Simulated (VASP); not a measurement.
# Re (Fm-3m) in VASP: settings compared

Aim: see how the results for Re move with the level of theory and the settings. Levels: PBEsol, PBE. Tasks: single point.

Program: VASP 6.6.1. These are calculated values, not measurements. Logs are shortened: lines on timing, memory, paths and dates and some standing lists are left out, and cuts for length are marked.

### Step 1. The cell of the first run

Symmetry: Fm-3m, No. 225, cubic system. Conventional cell: a = 3.923 Å, b = 3.923 Å, c = 3.923 Å, α = 90.00°, β = 90.00°, γ = 90.00°. Re (site symmetry m-3m) has 12 Re at 2.77 Å within 3.7 Å.

### Step 2. Single point, PBEsol (strained)

File INCAR:

```
SYSTEM = Re
PREC     = Accurate       ! precision mode
ENCUT    = 520            ! plane-wave cutoff, eV
EDIFF    = 1E-7           ! SCF threshold, eV
ISMEAR   = 0              ! smearing method
SIGMA    = 0.1            ! smearing width, eV
LREAL    = .FALSE.        ! projectors in reciprocal space
LASPH    = .TRUE.         ! aspherical terms in the spheres
NELM     = 60             ! most SCF steps
ALGO     = Normal         ! electronic algorithm
ISIF     = 2              ! what is computed and relaxed
LWAVE    = .FALSE.        ! write WAVECAR
LCHARG   = .FALSE.        ! write CHGCAR
GGA      = PS             ! functional
NBANDS   = 10             ! bands
```

File KPOINTS:

```
regular mesh
0
G
  18 18 18
  0 0 0
```

File POSCAR:

```
Re
1.0
    0.0000000000      1.9616687500      1.9616687500
    1.9616687500      0.0000000000      1.9616687500
    1.9616687500      1.9616687500      0.0000000000
Re
1
Direct
    0.0000000000      0.0000000000      0.0000000000
```

Potentials or basis: VASP PAW PBE potentials, release 64 (Re).

Command:

```console
> cat potpaw_PBE.64/Re/POTCAR > POTCAR
> mpirun -np 1 vasp_std > vasp.out
```

OUTCAR:

```text
SYSTEM = Re
   PREC = Accurate
   ENCUT = 520
   EDIFF = 1E-7
   ISMEAR = 0
   LREAL = .FALSE.
   LASPH = .TRUE.
   NELM = 60
   ISIF = 2
   GGA = PS

 ion  position               nearest neighbor table
   1  0.000  0.000  0.000-

  LATTYP: Found a face centered cubic cell.
 ALAT       =     3.9233375000

  Lattice vectors:

 A1 = (   0.0000000000,   1.9616687500,   1.9616687500)
 A2 = (   1.9616687500,   0.0000000000,   1.9616687500)
 A3 = (   1.9616687500,   1.9616687500,   0.0000000000)

Analysis of symmetry for initial positions (statically):
=====================================================================
 Subroutine PRICEL returns:
 Original cell was already a primitive cell.

 Routine SETGRP: Setting up the symmetry group for a
 face centered cubic supercell.

 Subroutine GETGRP returns: Found 48 space group operations
[... 9 lines left out ...]

 Routine SETGRP: Setting up the symmetry group for a
 face centered cubic supercell.

 Subroutine GETGRP returns: Found 48 space group operations
[... 11 lines left out ...]
                                     Primitive cell

  volume of cell :      15.0976

  direct lattice vectors                    reciprocal lattice vectors
     0.000000000  1.961668750  1.961668750    -0.254885031  0.254885031  0.254885031
     1.961668750  0.000000000  1.961668750     0.254885031 -0.254885031  0.254885031
     1.961668750  1.961668750  0.000000000     0.254885031  0.254885031 -0.254885031

  length of vectors
     2.774218551  2.774218551  2.774218551     0.441473824  0.441473824  0.441473824

  position of ions in fractional coordinates (direct lattice)
     0.000000000  0.000000000  0.000000000

  ion indices of the primitive-cell ions
   primitive index   ion index
                 1           1

----------------------------------------------------------------------------------------

 KPOINTS: regular mesh

Automatic generation of k-mesh.
 Grid dimensions read from file:
 generate k-points for:   18   18   18

 Generating k-lattice:

  Cartesian coordinates                     Fractional coordinates (reciprocal lattice)
    -0.014160279  0.014160279  0.014160279     0.055555556  0.000000000  0.000000000
     0.014160279 -0.014160279  0.014160279     0.000000000  0.055555556  0.000000000
     0.014160279  0.014160279 -0.014160279     0.000000000  0.000000000  0.055555556

  Length of vectors
     0.024526324  0.024526324  0.024526324

  Shift w.r.t. Gamma in fractional coordinates (k-lattice)
     0.000000000  0.000000000  0.000000000

 Subroutine IBZKPT returns following result:
 ===========================================

 Found    195 irreducible k-points:

 Following reciprocal coordinates:
            Coordinates               Weight
  0.000000  0.000000  0.000000      1.000000
  0.055556  0.000000  0.000000      8.000000
  0.111111  0.000000  0.000000      8.000000
  0.166667  0.000000  0.000000      8.000000
  0.222222  0.000000  0.000000      8.000000
  0.277778  0.000000  0.000000      8.000000
[... 16 lines left out ...]
 -0.277778  0.055556  0.000000     24.000000
 -0.222222  0.055556  0.000000     24.000000
 [... further k-points ...]
   k-points           NKPTS =    195   k-points in BZ     NKDIM =    195   number of bands    NBANDS=     10
   number of dos      NEDOS =    301   number of ions     NIONS =      1
   total plane-waves  NPLWV =  13824
   dimension x,y,z NGX =    24 NGY =   24 NGZ =   24
   dimension x,y,z NGXF=    48 NGYF=   48 NGZF=   48
   ions per type =               1
   NGX,Y,Z   is equivalent  to a cutoff of  14.38, 14.38, 14.38 a.u.
   NGXF,Y,Z  is equivalent  to a cutoff of  28.76, 28.76, 28.76 a.u.
 SYSTEM =  Re
   PREC   = accura    normal or accurate (medium, high low for compatibility)
   ISTART =      0    job   : 0-new  1-cont  2-samecut
   ICHARG =      2    charge: 1-file 2-atom 10-const
   ISPIN  =      1    spin polarized calculation?
   LNONCOLLINEAR =      F non collinear calculations
   LSORBIT =      F    spin-orbit coupling
   LASPH  =      T    aspherical Exc in radial PAW
   ENCUT  =  520.0 eV  38.22 Ry    6.18 a.u.   5.16  5.16  5.16*2*pi/ulx,y,z
   NELM   =     60;   NELMIN=  2; NELMDL= -5     # of ELM steps
   EDIFF  = 0.1E-06   stopping-criterion for ELM
   LREAL  =      F    real-space projection
   EDIFFG = 0.1E-05   stopping-criterion for IOM
   NSW    =      0    number of steps for IOM
   IBRION =     -1    ionic relax: 0-MD 1-quasi-New 2-CG
   NFREE  =      0    steps in history (QN), initial steepest desc. (CG)
   ISIF   =      2    stress and relaxation
   ISYM   =      2    0-nonsym 1-usesym 2-fastsym
   POTIM  = 0.5000    time-step for ionic-motion
   TEBEG  =    0.0;   TEEND  =   0.0 temperature during run
   PSTRESS=    0.0 pullay stress
   NELECT =       7.0000    total number of electrons
   NUPDOWN=      -1.0000    fix difference up-down
   EMIN   =  10.00;   EMAX   =-10.00  energy-range for DOS
   EFERMI =   0.00;   METHOD = LEGACY
   ISMEAR =     0;   SIGMA  =   0.10  broadening in eV -4-tet -1-fermi 0-gaus
   EFERMI_NEDOS =   21; number of points for ismear=-14 and -15
   IALGO  =     38    algorithm
   IMIX   =      4    mixing-type and parameters
     AMIX     =   0.40;   BMIX     =  1.00
     AMIX_MAG =   1.60;   BMIX_MAG =  1.00
  volume/ion in A,a.u.               =      15.10       101.88
  Fermi-wavevector in a.u.,A,eV,Ry     =   1.267083  2.394440 21.844155  1.605500
  Thomas-Fermi vector in A             =   2.400250
   LORBIT       =      0    0 simple, 1 ext, 2 COOP (PROOUT), +10 PAW based schemes
   GGA     = PS    functional components
   LHFCALC =     F    Hartree Fock is set to
   AEXX    =    0.0000 exact exchange contribution
   IVDW    =     0    specifies the selected vdW correction
   LEPSILON=     F    determine dielectric tensor
   LRPA    =     F    only Hartree local field effects (RPA)
 non-spin polarized calculation
 Gauss-broadening in eV      SIGMA  =   0.10
  energy-cutoff  :      520.00
  volume of cell :       15.10
 maximum number of plane-waves:       419
 NGX is ok and might be reduce to    24
   NGX = 11   NGY = 11   NGZ = 11

 number of electron       7.0000000 magnetization

 Free energy of the ion-electron system (eV)
  ---------------------------------------------------
  ext. energy  EPLUGINS =         0.00000000
  ---------------------------------------------------
  free energy    TOTEN  =       -13.28338167 eV

  energy without entropy =      -13.27892785  energy(sigma->0) =      -13.28115476

 E-fermi :   7.6526     XC(G=0): -13.6807

 val. band max:        7.6327820093   @ k =   0.4444   0.2222   0.0000
 cond. band min:       7.6602106169   @ k =   0.4444   0.3889   0.0556
 fundamental gap:      0.0274286075
 Fermi energy:         7.6526084013

 k-point     1 :       0.0000    0.0000    0.0000
  band No.  band energies     occupation
      1      -2.3133      2.00000
      2       5.8151      2.00000
      3       5.8151      2.00000
      4       5.8151      2.00000
      5       8.8796      0.00000
      6       8.8796      0.00000
      7      21.5975      0.00000
      8      27.0799      0.00000
      9      27.0799      0.00000
     10      31.4536      0.00000

 k-point     2 :       0.0556    0.0000    0.0000
  band No.  band energies     occupation
      1      -2.1733      2.00000
      2       5.7198      2.00000
      3       5.8811      2.00000
      4       5.8811      2.00000
      5       8.8267      0.00000
      6       8.8267      0.00000
      7      21.8697      0.00000
      8      26.3368      0.00000
      9      27.3342      0.00000
     10      27.3342      0.00000

 k-point     3 :       0.1111    0.0000    0.0000
  band No.  band energies     occupation
      1      -1.7680      2.00000
      2       5.4738      2.00000
      3       6.0532      2.00000
      4       6.0532      2.00000
      5       8.7089      0.00000
      6       8.7089      0.00000
      7      22.6085      0.00000
      8      24.9852      0.00000
      9      28.0732      0.00000
     10      28.0732      0.00000

 k-point     4 :       0.1667    0.0000    0.0000
  band No.  band energies     occupation
      1      -1.1467      2.00000
      2       5.1824      2.00000
      3       6.2421      2.00000
      4       6.2421      2.00000
      5       8.6510      0.00000
      6       8.6510      0.00000
      7      23.1221      0.00000
      8      24.1694      0.00000
      9      29.2318      0.00000
     10      29.2318      0.00000

 k-point     5 :       0.2222    0.0000    0.0000
  band No.  band energies     occupation
      1      -0.4096      2.00000
      2       4.9962      2.00000
      3       6.3074      2.00000
      4       6.3074      2.00000
      5       8.8270      0.00000
      6       8.8270      0.00000
      7      22.0704      0.00000
      8      24.9418      0.00000
      9      30.7072      0.00000
     10      30.7773      0.00000

 k-point     6 :       0.2778    0.0000    0.0000
  band No.  band energies     occupation
      1       0.2734      2.00000
      2       5.1013      2.00000
      3       6.1950      2.00000
      4       6.1950      2.00000
      5       9.3019      0.00000
      6       9.3019      0.00000
      7      20.9270      0.00000
      8      24.8904      0.00000
      9      31.7037      0.00000
     10      32.0585      0.00000
[... 183 lines left out ...]
 k-point    21 :      -0.3889    0.0556    0.0000
  band No.  band energies     occupation
      1       1.0599      2.00000
      2       5.6249      2.00000
      3       5.8228      2.00000
      4       6.6672      2.00000
      5      10.5212      0.00000
      6      11.3938      0.00000
      7      18.3588      0.00000
      8      22.0589      0.00000
      9      27.7929      0.00000
     10      29.0795      0.00000

 k-point    22 :      -0.3333    0.0556    0.0000
  band No.  band energies     occupation
      1       0.9362      2.00000
      2       5.7511      2.00000
      3       5.8348      2.00000
      4       5.9989      2.00000
      5       9.7808      0.00000
      6      10.7929      0.00000
      7      19.5788      0.00000
      8      23.2128      0.00000
      9      28.8512      0.00000
     10      30.8490      0.00000

 k-point    23 :      -0.2778    0.0556    0.0000
  band No.  band energies     occupation
      1       0.5791      2.00000
      2       5.0959      2.00000
      3       6.0674      2.00000
      4       6.2184      2.00000
      5       9.0411      0.00000
      6      10.1001      0.00000
      7      20.7391      0.00000
      8      24.6328      0.00000
      9      29.9951      0.00000
     10      31.1876      0.00000

 k-point    24 :      -0.2222    0.0556    0.0000
  band No.  band energies     occupation
      1      -0.0480      2.00000
      2       4.8752      2.00000
      3       6.2597      2.00000
      4       6.3913      2.00000
      5       8.4726      0.00000
      6       9.4834      0.00000
      7      21.8763      0.00000
      8      25.2231      0.00000
      9      29.8618      0.00000
     10      31.0777      0.00000

 [... further k-points ...]
[... 5 lines left out ...]
  --------------------------------------------------------------------------------------
  -------------------------------------------------------------------------------------
  Total       -1.1519242     -1.1519242     -1.1519242      0.0000000      0.0000000      0.0000000
  in kB     -122.2439776   -122.2439776   -122.2439776      0.0000000      0.0000000      0.0000000
  external PRESSURE =    -122.2439776 kB  Pullay stress =       0.0000000 kB

 VOLUME and BASIS-vectors are now :
 -----------------------------------------------------------------------------
  energy-cutoff  :      520.00
  volume of cell :       15.10
      direct lattice vectors                 reciprocal lattice vectors
     0.000000000  1.961668750  1.961668750    -0.254885031  0.254885031  0.254885031
     1.961668750  0.000000000  1.961668750     0.254885031 -0.254885031  0.254885031
     1.961668750  1.961668750  0.000000000     0.254885031  0.254885031 -0.254885031

 POSITION                                       TOTAL-FORCE (eV/Angst)
 -----------------------------------------------------------------------------------
      0.00000      0.00000      0.00000         0.000000      0.000000     -0.000000
 -----------------------------------------------------------------------------------
    total drift:                                0.000000     -0.000000     -0.000000

  FREE ENERGIE OF THE ION-ELECTRON SYSTEM (eV)
  ---------------------------------------------------
  free  energy   TOTEN  =       -13.2833816710 eV

  energy  without entropy=      -13.2789278469  energy(sigma->0) =      -13.28115476
```

Run time: 11 s. Hardware: 1 thread of Intel Xeon 6975P-C (Granite Rapids), shared host; peak memory 0.16 GiB.

Results:

```
Free energy : -13.2834 eV
Pressure    : -12.2 GPa
```

Levels at points of the mesh, in eV from the Fermi level:
| k point | band 1 | band 2 | band 3 | band 4 | band 5 | band 6 | band 7 | band 8 |
| --- | --- | --- | --- | --- | --- | --- | --- | --- |
| (0.00, 0.00, 0.00) | -9.97 | -1.84 | -1.84 | -1.84 | 1.23 | 1.23 | 13.94 | 19.43 |
| (0.50, 0.00, 0.00) | -6.70 | -2.04 | -2.04 | 0.19 | 3.69 | 3.69 | 9.59 | 13.43 |
| (0.50, 0.50, 0.00) | -6.61 | -5.75 | 2.71 | 3.64 | 4.41 | 4.41 | 12.08 | 12.08 |

Caveat: the cell differs from its parent crystal (strained); the PAW data sets were made with another functional, which shifts forces and pressure a little; spin-orbit coupling is left out, which moves the levels of the heavy elements.

### Step 3. Single point, PBE (functional PBE, strained)

File INCAR:

```
  PREC = Accurate
  ENCUT = 520
  EDIFF = 1E-6
  ISMEAR = 0
  SIGMA = 0.1
  LREAL = F
  LASPH = T
  NELM = 60
  ALGO = Normal
  ISIF = 2
  LWAVE = F
  LCHARG = F
  GGA = PE
  NBANDS = 10
```

File KPOINTS:

```
regular mesh
0
Gamma
  18 18 18
```

File POSCAR:

```
Re
1.0
    0.0000000000      1.9530577500      1.9530577500
    1.9530577500      0.0000000000      1.9530577500
    1.9530577500      1.9530577500      0.0000000000
Re
1
Direct
    0.0000000000      0.0000000000      0.0000000000
```

Potentials or basis: VASP PAW PBE potentials, release 64 (Re).

Command:

```console
> cat potpaw_PBE.64/Re/POTCAR > POTCAR
> mpirun -np 1 vasp_std > vasp.out
```

Wall time 9.9 s (1 thread of Intel Xeon 6975P-C (Granite Rapids), shared host); peak memory 0.16 GiB.

The run converged. Its results:

* Free energy: -12.3627 eV
* Pressure: 2.1 GPa

Levels at points of the mesh, in eV from the Fermi level:
```tsv
k point	band 1	band 2	band 3	band 4	band 5	band 6	band 7	band 8
(0.00, 0.00, 0.00)	-10.03	-1.87	-1.87	-1.87	1.25	1.25	13.91	19.50
(0.50, 0.00, 0.00)	-6.78	-2.08	-2.08	0.21	3.76	3.76	9.80	13.41
(0.50, 0.50, 0.00)	-6.71	-5.85	2.76	3.71	4.49	4.49	12.19	12.19
```

Caveat: the cell differs from its parent crystal (functional PBE, strained); spin-orbit coupling is left out, which moves the levels of the heavy elements.
